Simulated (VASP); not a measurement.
Runs of VASP 6.6.1 on SnO. The structure is that of space group P4/nmm (No. 129), or close to it. The cells are those of the table. 

```csv
cell,cutoff (eV),gap on the mesh (eV),pressure (GPa),largest force (eV/Å)
"a = 3.591, b = 3.591, c = 4.841 Å, 4 atoms",1340,none,8.7,0.58
"a = 3.503, b = 3.503, c = 5.028 Å, 4 atoms",1340,none,11.5,0.22
"a = 3.767, b = 3.767, c = 4.469 Å, 4 atoms",1340,none,4.4,0.85
"a = 3.679, b = 3.679, c = 4.655 Å, 4 atoms",1340,none,(a),0.77
"a = 4.031, b = 4.031, c = 4.283 Å, 4 atoms",910,0.62,(b),0.13
```

Alike in all rows: task single point; level LDA; potentials or basis VASP PAW LDA potentials, release 64 (Sn_d, O_h); no spin polarisation; k mesh 10 × 10 × 8; smearing gaussian 0.15 eV.

Task: Estimate the missing entries.

Result: (a) 6.4; (b) -6.7.

Caveats: spin-orbit coupling is left out, which moves the levels of the heavy elements; semilocal functionals underestimate gaps, and a narrow one can read as zero (at least some runs); the cell stands under pressure (at least some runs); the stress differs along the axes, from 2 to 12 GPa (at least some runs); the stress differs along the axes, from -0 to 17 GPa (at least some runs); the stress differs along the axes, from -10 to 0 GPa (at least some runs).

A k mesh can miss the band edges, and the runs leave out spin-orbit coupling on Sn.

A gap of «none» marks levels without a gap at the run's occupations.
